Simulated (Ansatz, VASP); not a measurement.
**SrCl2 in VASP and in Ansatz**

File INCAR:

```
ALGO = Normal ; EDIFF = 1E-6
ENCUT = 520 ; GGA = PE
ISIF = 2 ; ISMEAR = 0
LASPH = True ; LCHARG = False
LREAL = False ; LWAVE = False
NBANDS = 19 ; NELM = 100
PREC = Accurate ; SIGMA = 0.05
```

Contents of KPOINTS:

```
k-points
0
Gamma
  8 8 8
```

The input POSCAR:

```
SrCl2
1.0
    0.0000000000      3.5206059550      3.5206059550
    3.5206059550      0.0000000000      3.5206059550
    3.5206059550      3.5206059550      0.0000000000
Sr Cl
1 2
Direct
    0.0000000000      0.0000000000      0.0000000000
    0.2500000000      0.2500000000      0.2500000000
    0.7500000000      0.7500000000      0.7500000000
```

Input for Ansatz:

```yaml
crystal:
  lattice:
    - [0.0, 3.520605955, 3.520605955]
    - [3.520605955, 0.0, 3.520605955]
    - [3.520605955, 3.520605955, 0.0]
  atoms:
    - { symbol: Sr, position: [0.0, 0.0, 0.0] }
    - { symbol: Cl, position: [0.25, 0.25, 0.25] }
    - { symbol: Cl, position: [0.75, 0.75, 0.75] }
basis:
  ecutwfc: 420
  ecutrho_ratio: 4
kpoints:
  mp_grid: { grid: [8, 8, 8] }
hamiltonian:
  xc: pbe
scf:
  occupations: { method: gaussian, width: 0.05 }
output:
  forces: true
  stress: true
  eigenvalues: true
```

Alike in both runs: task single point; functional PBE; k mesh 8 × 8 × 8; occupations gaussian, width 0.05 eV; no spin polarisation.

```csv
,VASP,Ansatz
version,VASP 6.6.1,Ansatz 0.2.0
potentials or method,"VASP PAW PBE potentials, release 64 (Sr_sv, Cl), cutoff 520 eV","scalar-relativistic, plane waves, PAW"
valence electrons in the cell,24,24
```

|  | VASP | Ansatz | Ansatz less VASP |
| --- | --- | --- | --- |
| gap on the k mesh at the Fermi level (eV) | 5.23 | 5.24 | +0.004 |
| least direct gap on the mesh (eV) | 5.52 | 5.52 | +0.003 |
| pressure (GPa) | 0.1 | 0.0 | -0.07 |

With one functional, cell and mesh, what is left measures potentials, basis and numerics.
